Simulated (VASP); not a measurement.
Ni, 1 atom in the cell. It takes space group Fm-3m (No. 225, cubic). Conventional cell: a = 3.535 Å, b = 3.535 Å, c = 3.535 Å, α = 90.00°, β = 90.00°, γ = 90.00°. Within 3.3 Å of Ni (site symmetry m-3m) lie 12 Ni at 2.50 Å. 

```yaml
Program: VASP 6.6.1
Task: single point
Functional: PBE
Potentials_or_basis: VASP PAW PBE potentials, release 64 (Ni)
Cutoff: 520 eV
k_mesh: 12 × 12 × 12
Occupations: fermi-dirac, width 0.1 eV
Spin: collinear spin, ferromagnetic start
Starting_moments: "[1.94] μB"
Fixed_moment: 1.94 μB
Dipole_correction: no
Further_INCAR_settings: ALGO = Normal; EDIFF = 1e-06; NBANDS = 15
```

Potentials or basis: VASP PAW PBE potentials, release 64 (Ni).

Command:

```bash
$ cat potpaw_PBE.64/Ni/POTCAR > POTCAR
$ mpirun -np 1 vasp_std > vasp.out
```

Hardware: 1 thread of AMD EPYC 7R13 Processor (Zen 3) (shared host).

Q: How long does it take, and how much memory?

A: Wall time 23 s on 1 thread of AMD EPYC 7R13 Processor (Zen 3) (shared host), peak memory 0.11 GiB. Counts: scf iterations 13, k points 72.
